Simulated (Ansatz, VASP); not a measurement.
## Ca2ZrN2 in VASP and in Ansatz

```xyz
10
Lattice="-2.5434 2.7505 3.3903 -3.5119 -2.6015 -4.2302 3.7344 -7.5807 1.4243" Properties=species:S:1:pos:R:3 pbc="T T T"
Ca   -3.7189   -1.2736   -0.8543
Ca   -0.5799   -6.4393   -1.8371
Ca   -3.0260   -0.2144    2.5234
Ca    0.1126   -5.3797    1.5406
Zr   -3.4237   -4.4279   -1.6037
Zr   -0.5073    0.5888    0.2192
N    -2.5525   -2.7897   -2.6636
N    -1.9570   -5.2048   -0.2563
N     1.4286   -3.5941    0.5195
N     2.0241   -6.0092    2.9268
```

Change from the starting cell: cell x2, atoms moved at random (sigma 0.15 Å) and cell strained at random (1.5 %), then relaxed without symmetry.

Alike in both runs: functional PBE; k mesh 4 × 4 × 4; occupations gaussian, width 0.2 eV; no spin polarisation.

Ansatz relaxed the structure, and its values are those at the end. VASP's run is a single point on that final structure, the one shown.

|  | VASP | Ansatz |
| --- | --- | --- |
| version | VASP 6.6.1 | Ansatz 0.2.0 |
| potentials or method | VASP PAW PBE potentials, release 64 (Ca_sv, Zr_sv, N), cutoff 520 eV | scalar-relativistic, plane waves, PAW |
| valence electrons in the cell | 84 | 84 |

```csv
,VASP,Ansatz,Ansatz less VASP
gap on the k mesh at the Fermi level (eV),0.08,0.08,+0.003
least direct gap on the mesh (eV),0.25,0.26,+0.003
pressure (GPa),0.2,-0.1,-0.25
rms of the force components (eV/Å),0.017,0.009,-0.0073
```

The k mesh is coarse, so the values compare programs but aren't converged.
